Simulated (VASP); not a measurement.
A run of VASP 6.6.1 is set up as follows.

INCAR

```
ALGO = Normal
EDIFF = 1E-6
ENCUT = 520
GGA = PE
ISIF = 2
ISMEAR = 0
LASPH = T
LCHARG = F
LREAL = F
LWAVE = F
NBANDS = 11
NELM = 80
PREC = Accurate
SIGMA = 0.01
```

Contents of KPOINTS:

```
k-points
0
Gamma
  4 4 4
```

Contents of POSCAR:

```
MgS
1.0
    0.0000000000      2.5117376776      2.5117376776
    2.5117376776      0.0000000000      2.5117376776
    2.5117376776      2.5117376776      0.0000000000
Mg S
1 1
Direct
    0.0000000000      0.0000000000      0.0000000000
    0.5000000000      0.5000000000      0.5000000000
```

Potentials or basis: VASP PAW PBE potentials, release 64 (Mg, S).

Command:

```console
$ cat potpaw_PBE.64/Mg/POTCAR potpaw_PBE.64/S/POTCAR > POTCAR
$ mpirun -np 1 vasp_std > vasp.out
```

**Question.** Predict the pressure.

**Answer.** 11.6 GPa.

**Question.** What does it give for the band gap on the k mesh?

**Answer.** 2.97 eV, indirect (least direct gap 4.59 eV).

Caveat: the k points lie up to 0.54 Å⁻¹ apart. A k mesh can miss the band edges.
